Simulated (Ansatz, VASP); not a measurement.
## Ba: VASP beside Ansatz

```
CELL_PARAMETERS angstrom
2.20432 -3.99886 0.00000
2.20432 3.99886 0.00000
0.00000 0.00000 7.43051
ATOMIC_POSITIONS crystal
Ba 0.65303 0.33840 0.24897
Ba 0.33539 0.65670 0.74883
```

Alike in both runs: functional PBE; k mesh 6 × 6 × 3; no spin polarisation.

Ansatz relaxed the structure, and its values are those at the end. VASP's run is a single point on that final structure, the one shown.

|  | VASP | Ansatz |
| --- | --- | --- |
| version | VASP 6.6.1 | Ansatz 0.2.0 |
| potentials or method | VASP PAW PBE potentials, release 64 (Ba_sv) | PAW with Ansatz's default frozen-core files, scalar-relativistic |
| plane-wave cutoff (eV) | 520 | 420 |
| occupations | tetrahedron | tetrahedron-uncorrected |
| valence electrons in the cell | 20 | 20 |

Ansatz gave:

- gap on the k mesh at the Fermi level (eV): none
- pressure (GPa): -0.2
- rms of the force components (eV/Å): 0.001

**Question.** Which values does VASP return?

**Answer.** gap on the k mesh at the Fermi level (eV): none; pressure (GPa): -0.2; rms of the force components (eV/Å): 0.006.

A gap of «none» marks a metal or a gap that the smearing closes. Ansatz's warnings: band table not solved further, forces under tetrahedra, stress scf threshold loose.

Spin-orbit coupling is off throughout.
